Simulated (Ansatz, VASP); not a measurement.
NaH in VASP and in Ansatz

The input INCAR:

```
SYSTEM = NaH
PREC = Accurate
ENCUT = 520
EDIFF = 1E-6
ISMEAR = 1
SIGMA = 0.5
LREAL = .False.
LASPH = .True.
NELM = 60
ALGO = Normal
ISIF = 2
LWAVE = .False.
LCHARG = .False.
GGA = PE
NBANDS = 11
```

The input KPOINTS:

```
regular mesh
0
Gamma
  6 6 6
  0 0 0
```

Contents of POSCAR:

```
NaH
1.0
    0.0000000000      2.3975116422      2.3975116422
    2.3975116422      0.0000000000      2.3975116422
    2.3975116422      2.3975116422      0.0000000000
Na H
1 1
Direct
    0.0000000000      0.0000000000      0.0000000000
    0.5000000000      0.5000000000      0.5000000000
```

Input for Ansatz:

```yaml
crystal:
  lattice:
    - [0.0, 2.3975116422, 2.3975116422]
    - [2.3975116422, 0.0, 2.3975116422]
    - [2.3975116422, 2.3975116422, 0.0]
  atoms:
    - { symbol: Na, position: [0.0, 0.0, 0.0] }
    - { symbol: H, position: [0.5, 0.5, 0.5] }
kpoints:
  mp_grid: { grid: [6, 6, 6] }
hamiltonian:
  xc: pbe
scf:
  occupations: { method: cold, width: 0.5 }
  n_extra_bands: 4
output:
  forces: true
  stress: true
  eigenvalues: true
```

Alike in both runs: task single point; functional PBE; k mesh 6 × 6 × 6; no spin polarisation.

|  | VASP | Ansatz |
| --- | --- | --- |
| version | VASP 6.6.1 | Ansatz 0.2.0 |
| potentials or method | VASP PAW PBE potentials, release 64 (Na_pv, H) | plane waves |
| plane-wave cutoff (eV) | 520 | 420 |
| occupations | methfessel-paxton of order 1, width 0.5 eV | cold, width 0.5 eV |
| valence electrons in the cell | 8 | 10 |

```csv
,VASP,Ansatz,Ansatz less VASP
gap on the k mesh at the Fermi level (eV),3.85,3.85,0.000
pressure (GPa),0.5,0.6,+0.05
```

VASP's potentials hold 8 valence electrons a cell and Ansatz's 10, so a difference there can come from the potentials and not from the codes.
